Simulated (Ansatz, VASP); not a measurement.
## Two plane-wave programs on CeO2

```
CELL_PARAMETERS angstrom
0.00000 2.66626 2.66626
2.66626 0.00000 2.66626
2.66626 2.66626 0.00000
ATOMIC_POSITIONS crystal
Ce 0.00000 0.00000 0.00000
O 0.25000 0.25000 0.25000
O 0.75000 0.75000 0.75000
```

Alike in both runs: task single point; functional PBEsol; dispersion D3(BJ); k mesh 8 × 8 × 8; occupations gaussian, width 0.05 eV; no spin polarisation.

|  | VASP | Ansatz |
| --- | --- | --- |
| version | VASP 6.6.1 | Ansatz 0.2.0 |
| potentials or method | VASP PAW PBE potentials, release 64 (Ce, O), cutoff 520 eV | scalar-relativistic, plane waves, PAW |
| valence electrons in the cell | 24 | 24 |

```tsv
	VASP	Ansatz	Ansatz less VASP
gap on the k mesh at the Fermi level (eV)	2.08	2.10	+0.025
least direct gap on the mesh (eV)	2.20	2.23	+0.025
pressure (GPa)	4.2	4.2	+0.02
```

VASP's potentials were made for PBE, not for PBEsol.

Spin-orbit coupling is off throughout.
